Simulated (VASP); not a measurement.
Here is a VASP 6.6.1 calculation.

Contents of INCAR:

```
SYSTEM = Zr2SiC2
ALGO = Normal
EDIFF = 1E-6
ENCUT = 520
GGA = PE
ISIF = 2
ISMEAR = 0
ISPIN = 2
LASPH = .True.
LCHARG = .True.
LELF = .True.
LMAXMIX = 4
LORBIT = 11
LREAL = .False.
LVHAR = .True.
LWAVE = .False.
MAGMOM = 1 1 0 0 0
NBANDS = 30
NELM = 150
PREC = Accurate
SIGMA = 0.1
```

KPOINTS

```
k-points
0
Gamma
  6 6 4
  0 0 0
```

Contents of POSCAR:

```
Zr2SiC2
1.0
    3.7922496294      0.0000000000      0.0000000000
   -1.8961248147      3.2841845166      0.0000000000
    0.0000000000      0.0000000000      6.6149763196
Zr Si C
2 1 2
Direct
    0.3333333333      0.6666666667      0.2493983427
    0.6666666667      0.3333333333      0.7506016573
    0.0000000000      0.0000000000      0.5000000000
    0.0000000000      0.0000000000      0.7999843071
    0.0000000000      0.0000000000      0.2000156929
```

Potentials or basis: VASP PAW PBE potentials, release 64 (Zr_sv, Si, C).

The run is started by

```bash
$ cat potpaw_PBE.64/Zr_sv/POTCAR potpaw_PBE.64/Si/POTCAR potpaw_PBE.64/C/POTCAR > POTCAR
$ mpirun -np 1 vasp_std > vasp.out
```

(1) Predict the net moment.

(2) Estimate the pressure.

(3) Estimate the band gap on the k mesh.

(4) What does it give for the largest force?

Answers

(1) 0.00 μB per cell.

(2) 0.2 GPa.

(3) zero (filled and empty bands overlap).

(4) 0.039 eV/Å.
